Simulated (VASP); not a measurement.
# Be31C17 (a cell with a defect) in VASP: a series of runs, part 2 of 3

VASP 6.6.1.

### 3 Single point, PBE

Input file INCAR:

```
SYSTEM = Be31C17
  ALGO = Normal
  EDIFF = 1E-6
  ENCUT = 520
  GGA = PE
  ISIF = 2
  ISMEAR = 0
  LASPH = .TRUE.
  LCHARG = .FALSE.
  LREAL = Auto
  LWAVE = .FALSE.
  NBANDS = 95
  NELECT = 128.0
  NELM = 80
  PREC = Accurate
  SIGMA = 0.01
```

Input file KPOINTS:

```
Automatic mesh
0
Gamma
  2 2 2
  0.5 0.5 0.5
```

Input file POSCAR:

```
Be31C17
1.0
    4.3283951478     -4.3283951478     -4.3283951478
   -4.3283951478     -4.3283951478      4.3283951478
   -4.3283951478      4.3283951478     -4.3283951478
C Be
17 31
Direct
    0.0000000000      0.2500000000      0.5000000000
    0.2526958800      0.7511648639      0.0011648639
    0.2484689838      0.9973041200      0.7484689838
    0.2241445295      0.2500000000      0.5000000000
    0.0000000000      0.7488351361      0.2515310162
    0.2484689838      0.4984689838      0.2473041200
    1.0000000000      1.0015310162      0.9988351361
    0.0000000000      0.2500000000      0.7241445295
    0.7515310162      0.7488351361      0.5000000000
    0.0000000000      0.4741445295      0.5000000000
    0.7758554705      1.0258554705      0.2758554705
    0.7515310162      0.2500000000     -0.0011648639
    0.5011648639      0.7511648639      0.7526958800
    0.7473041200      0.4984689838      0.7484689838
    0.4988351361      1.0015310162      0.5000000000
    0.4988351361      0.2500000000      0.2515310162
    0.5011648639      0.5026958800      0.0011648639
    0.0000000000      0.4987993387      0.2505091649
    0.0000000000      0.7500000000      0.0000000000
    0.7505091649      0.2500000000      0.7487993387
    0.0000000000      0.0005091649      0.7487993387
    0.7505091649      0.4987993387      0.5000000000
    0.7512006613      0.7517098262      0.2512006613
    0.5000000000      0.2500000000      0.0000000000
    0.7512006613      0.0012006613      0.0017098262
    0.4982901738      0.4994908351      0.7494908351
    0.5000000000      0.7500000000      0.5000000000
    0.2487993387      0.2500000000      0.2505091649
    0.5017098262      0.0012006613      0.2512006613
    0.2494908351      0.4994908351     -0.0017098262
    0.2494908351      0.7482901738      0.7494908351
    0.2487993387      0.0005091649      0.5000000000
    0.4867103981      0.7367103981     -0.0132896019
    0.5000000000      0.0000000000      0.7500000000
    0.5132896019      0.2500000000      0.5000000000
    0.2500000000      0.7500000000      0.2500000000
    0.5000000000      0.5000000000      0.2500000000
    0.2500000000      0.0000000000      0.0000000000
    0.2544238465      0.2500000000      0.7544238465
    0.0000000000      0.7632896019      0.5000000000
    0.2544238465      0.5044238465      0.5000000000
    0.0000000000     -0.0044238465      0.2455761535
    0.0000000000      0.2500000000      0.0132896019
    0.7500000000      0.7500000000      0.7500000000
    0.0000000000      0.5044238465      0.7544238465
    0.7455761535     -0.0044238465      0.5000000000
    0.7455761535      0.2500000000      0.2455761535
    0.7500000000      0.5000000000      0.0000000000
```

Potentials or basis: VASP PAW PBE potentials, release 64 (C, Be).

On the command line:

```sh
cat potpaw_PBE.64/C/POTCAR potpaw_PBE.64/Be/POTCAR > POTCAR
mpirun -np 1 vasp_std > vasp.out
```

OUTCAR:

```text
SYSTEM = Be31C17
   EDIFF = 1E-6
   ENCUT = 520
   GGA = PE
   ISIF = 2
   ISMEAR = 0
   LASPH = .TRUE.
   LREAL = Auto
   NELECT = 128.0
   NELM = 80
   PREC = Accurate

 ion  position               nearest neighbor table
   1  0.000  0.250  0.500-   4 1.68   8 1.68  10 1.68  11 1.68  39 2.20  41 2.20  42 2.20  45 2.20
                            46 2.20  47 2.20
   2  0.253  0.751  0.001-  33 1.83  45 1.87  30 1.87  31 1.87  29 1.87  36 1.88  38 1.88  19 1.89

   3  0.248  0.997  0.748-  40 1.83  39 1.87  21 1.87  32 1.87  31 1.87  34 1.88  38 1.88  24 1.89
[... 77 lines left out ...]
  42  0.000  0.996  0.246-   4 1.84  11 1.84   7 1.87   5 1.87  19 2.13  23 2.16  25 2.16  32 2.16
                            28 2.16   1 2.20
  43  0.000  0.250  0.013-   7 1.83  12 1.83   6 1.83  18 2.10  25 2.10  28 2.10   8 2.17  20 2.23
                            21 2.23  30 2.23
  44  0.750  0.750  0.750-  13 1.88   9 1.88   7 1.88  14 1.88  19 2.16  27 2.16  26 2.17  25 2.17
                            21 2.17  22 2.17
  45  0.000  0.504  0.754-   8 1.84  10 1.84  14 1.87   2 1.87  19 2.13  22 2.16  30 2.16  31 2.16
                            20 2.16   1 2.20
  46  0.746  0.996  0.500-   8 1.84  11 1.84   9 1.87  15 1.87  27 2.13  21 2.16  23 2.16  20 2.16
                            29 2.16   1 2.20
  47  0.746  0.250  0.246-  10 1.84  11 1.84  12 1.87  16 1.87  24 2.13  22 2.16  25 2.16  29 2.16
                            18 2.16   1 2.20
  48  0.750  0.500  0.000-  17 1.88  12 1.88   5 1.88  14 1.88  19 2.16  24 2.16  18 2.17  26 2.17
                            20 2.17  23 2.17

  LATTYP: Found a body centered cubic cell.
 ALAT       =     8.6567902956

  Lattice vectors:

 A1 = (   4.3283951478,  -4.3283951478,  -4.3283951478)
 A2 = (  -4.3283951478,  -4.3283951478,   4.3283951478)
 A3 = (  -4.3283951478,   4.3283951478,  -4.3283951478)

Analysis of symmetry for initial positions (statically):
=====================================================================
 Subroutine PRICEL returns:
 Original cell was already a primitive cell.

 Routine SETGRP: Setting up the symmetry group for a
 body centered cubic supercell.

 Subroutine GETGRP returns: Found 24 space group operations
 (whereof  2 operations were pure point group operations)
[... 225 lines left out ...]
 number of electron     127.9999987 magnetization

 Free energy of the ion-electron system (eV)
  ---------------------------------------------------
  ext. energy  EPLUGINS =         0.00000000
  ---------------------------------------------------
  free energy    TOTEN  =      -295.44813556 eV

  energy without entropy =     -295.44813556  energy(sigma->0) =     -295.44813556

 E-fermi :   6.7115     XC(G=0): -11.4064

 val. band max:        6.6541563365   @ k =   0.2500   0.2500   0.2500
 cond. band min:       9.1588325809   @ k =   0.2500   0.2500   0.2500
 fundamental gap:      2.5046762444
 Fermi energy:         6.7114841314

 k-point     1 :       0.2500    0.2500    0.2500
  band No.  band energies     occupation
      1      -9.1942      2.00000
      2      -6.2519      2.00000
      3      -6.2519      2.00000
      4      -6.2519      2.00000
      5      -5.1030      2.00000
      6      -4.6949      2.00000
[... 68 lines left out ...]
     75      11.6487      0.00000
     76      11.6487      0.00000

 k-point     2 :      -0.2500    0.2500    0.2500
  band No.  band energies     occupation
      1      -9.2014      2.00000
      2      -6.5641      2.00000
      3      -5.7335      2.00000
      4      -5.7335      2.00000
      5      -5.5710      2.00000
      6      -5.1063      2.00000
[... 68 lines left out ...]
     75      13.0018      0.00000
     76      13.0018      0.00000
 [bands above 76 left out]

------------------------ aborting loop because EDIFF is reached ----------------------------------------

  FORCE on cell =-STRESS in cart. coord.  units (eV):
  Direction    XX          YY          ZZ          XY          YZ          ZX
  --------------------------------------------------------------------------------------
  -------------------------------------------------------------------------------------
  Total      -20.9960539    -20.9960539    -20.9960539     -0.0000000      0.0000000      0.0000000
  in kB     -103.7068792   -103.7068792   -103.7068792     -0.0000000      0.0000000      0.0000000
  external PRESSURE =    -103.7068792 kB  Pullay stress =       0.0000000 kB

 VOLUME and BASIS-vectors are now :
 -----------------------------------------------------------------------------
  energy-cutoff  :      520.00
  volume of cell :      324.37
      direct lattice vectors                 reciprocal lattice vectors
     4.328395148 -4.328395148 -4.328395148     0.000000000 -0.115516256 -0.115516256
    -4.328395148 -4.328395148  4.328395148    -0.115516256 -0.115516256  0.000000000
    -4.328395148  4.328395148 -4.328395148    -0.115516256  0.000000000 -0.115516256

 POSITION                                       TOTAL-FORCE (eV/Angst)
 -----------------------------------------------------------------------------------
     -3.24630      1.08210     -1.08210         0.000000     -0.000000     -0.000000
     -2.16261     -4.34006      2.15253         0.016505      0.012766      0.012766
     -6.48092     -2.15253      0.00158        -0.012766     -0.012766      0.016505
     -2.27611      0.11191     -2.05228         0.025691     -0.025691     -0.025691
     -4.32998     -2.15253      2.15253        -0.016505     -0.012766      0.012766
     -2.15253     -2.16261      0.01167        -0.012766      0.016505     -0.012766
[... 40 lines left out ...]
      1.08210     -3.24630     -3.20800         0.000000     -0.000000      0.009898
      1.08210     -5.41049     -1.08210         0.000000     -0.000000     -0.000000
 -----------------------------------------------------------------------------------
    total drift:                                0.000001      0.000001      0.000002

  FREE ENERGIE OF THE ION-ELECTRON SYSTEM (eV)
  ---------------------------------------------------
  free  energy   TOTEN  =      -295.4481355563 eV

  energy  without entropy=     -295.4481355563  energy(sigma->0) =     -295.44813556
```

OSZICAR:

```text
N       E                     dE             d eps       ncg     rms          rms(c)
DAV:   1     0.303878043959E+03    0.30388E+03   -0.58120E+04   380   0.124E+03
DAV:   2    -0.271924797895E+03   -0.57580E+03   -0.54001E+03   512   0.246E+02
DAV:   3    -0.310804090052E+03   -0.38879E+02   -0.38496E+02   480   0.582E+01
DAV:   4    -0.311956308103E+03   -0.11522E+01   -0.11493E+01   504   0.120E+01
DAV:   5    -0.311978823811E+03   -0.22516E-01   -0.22502E-01   472   0.145E+00    0.210E+01
DAV:   6    -0.296253761815E+03    0.15725E+02   -0.44456E+01   456   0.157E+01    0.835E+00
DAV:   7    -0.295640676739E+03    0.61309E+00   -0.63905E+00   472   0.671E+00    0.538E+00
DAV:   8    -0.295480491199E+03    0.16019E+00   -0.73442E-01   536   0.298E+00    0.112E+00
DAV:   9    -0.295446349534E+03    0.34142E-01   -0.14778E-01   472   0.121E+00    0.478E-01
DAV:  10    -0.295447587610E+03   -0.12381E-02   -0.45829E-02   496   0.578E-01    0.209E-01
DAV:  11    -0.295447967411E+03   -0.37980E-03   -0.34189E-03   464   0.202E-01    0.119E-01
DAV:  12    -0.295448117199E+03   -0.14979E-03   -0.51160E-04   440   0.751E-02    0.257E-02
DAV:  13    -0.295448133719E+03   -0.16519E-04   -0.59775E-05   536   0.241E-02    0.861E-03
DAV:  14    -0.295448136274E+03   -0.25547E-05   -0.61750E-06   448   0.744E-03    0.469E-03
DAV:  15    -0.295448135556E+03    0.71729E-06   -0.99876E-07   272   0.380E-03
   1 F= -.29544814E+03 E0= -.29544814E+03  d E =-.225645E-16
```

stdout:

```text
POSCAR found type information on POSCAR C Be
 POSCAR found :  2 types and      48 ions
 scaLAPACK will be used
 LDA part: xc-table for (Slater+PW92), standard interpolation
 POSCAR, INCAR and KPOINTS ok, starting setup
 FFT: planning ... GRIDC
 FFT: planning ... GRID_SOFT
 FFT: planning ... GRID
 WAVECAR not read
 entering main loop
 the old and the new charge density differ
 old charge density:   130.00000 new  128.00000
    0.210E+01
```

It took 1.9 min on 1 thread of Intel Xeon Platinum 8488C (Sapphire Rapids), shared host; peak memory 0.41 GiB.

Results:

```
Free energy   : -295.4481 eV
Largest force : 0.044 eV/Å
```

Forces in eV/Å, atoms in the order of the input:
```
C    0.000  0.000  0.000
C    0.017  0.013  0.013
C   -0.013 -0.013  0.017
C    0.026 -0.026 -0.026
C   -0.017 -0.013  0.013
C   -0.013  0.017 -0.013
C   -0.017  0.013 -0.013
C   -0.026  0.026 -0.026
C   -0.013 -0.017  0.013
C   -0.026 -0.026  0.026
C    0.026  0.026  0.026
C   -0.013  0.013 -0.017
C    0.013  0.017  0.013
C    0.017 -0.013 -0.013
C    0.013 -0.017 -0.013
C    0.013 -0.013 -0.017
C    0.013  0.013  0.017
Be  -0.001 -0.002  0.002
Be   0.000  0.000  0.000
Be  -0.002  0.002 -0.001
Be  -0.001  0.002 -0.002
Be  -0.002 -0.001  0.002
Be   0.002  0.002  0.001
Be   0.000  0.000  0.000
Be   0.002  0.001  0.002
Be   0.001 -0.002 -0.002
Be   0.000  0.000  0.000
Be   0.002 -0.002 -0.001
Be   0.001  0.002  0.002
Be  -0.002  0.001 -0.002
Be  -0.002 -0.002  0.001
Be   0.002 -0.001 -0.002
Be  -0.024 -0.024 -0.024
Be   0.000  0.000  0.000
Be  -0.024  0.024  0.024
Be   0.000  0.000  0.000
Be   0.000  0.000  0.000
Be   0.000  0.000  0.000
Be   0.000  0.000 -0.010
Be   0.024  0.024 -0.024
Be   0.000 -0.010  0.000
Be   0.010  0.000  0.000
Be   0.024 -0.024  0.024
Be   0.000  0.000  0.000
Be  -0.010  0.000  0.000
Be   0.000  0.010  0.000
Be   0.000  0.000  0.010
Be   0.000  0.000  0.000
```

Levels at points of the mesh, in eV from the Fermi level:
| k point | band 62 | band 63 | band 64 | band 65 | band 66 | band 67 |
| --- | --- | --- | --- | --- | --- | --- |
| (0.25, 0.25, 0.25) | -0.06 | -0.06 | -0.06 | 2.45 | 4.22 | 4.22 |

Caveat: the cell carries a net charge on a neutralising background, which shifts energy and pressure; the cell is charged against a uniform background, so pressure and absolute levels hang on convention.

(Part 2 of 3 ends here.)
